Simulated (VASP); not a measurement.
Runs of VASP 6.6.1 on Rh. The structure is that of space group R-3m (No. 166), or close to it. The cells are those of the table. 

```tsv
cell	gap on the mesh (eV)	pressure (GPa)
a = 3.089 Å, angles 45.7°, 1 atom	none	(b)
a = 3.697 Å, angles 33.6°, 1 atom	none	200.2
a = 2.563 Å, angles 67.3°, 1 atom	none	(a)
a = 3.387 Å, angles 38.9°, 1 atom	none	111.5
a = 2.466 Å, angles 75.3°, 1 atom	none	30.1
a = 2.414 Å, angles 82.7°, 1 atom	none	38.9
a = 2.878 Å, angles 52.2°, 1 atom	none	13.9
```

Alike in all rows: task single point; level r2SCAN; potentials or basis VASP PAW PBE potentials, release 64 (Rh_pv); no spin polarisation; k mesh 8 × 8 × 8; cutoff (eV) 520; smearing gaussian 0.15 eV.

Question: Fill in the values left out.

Answer: (a) 10.2; (b) 47.1.

Caveats: some runs use coarse meshes; the PAW data sets were made with another functional, which shifts forces and pressure a little.

A k mesh can miss the band edges, and the runs leave out spin-orbit coupling on Rh.

A gap of «none» marks levels without a gap at the run's occupations.
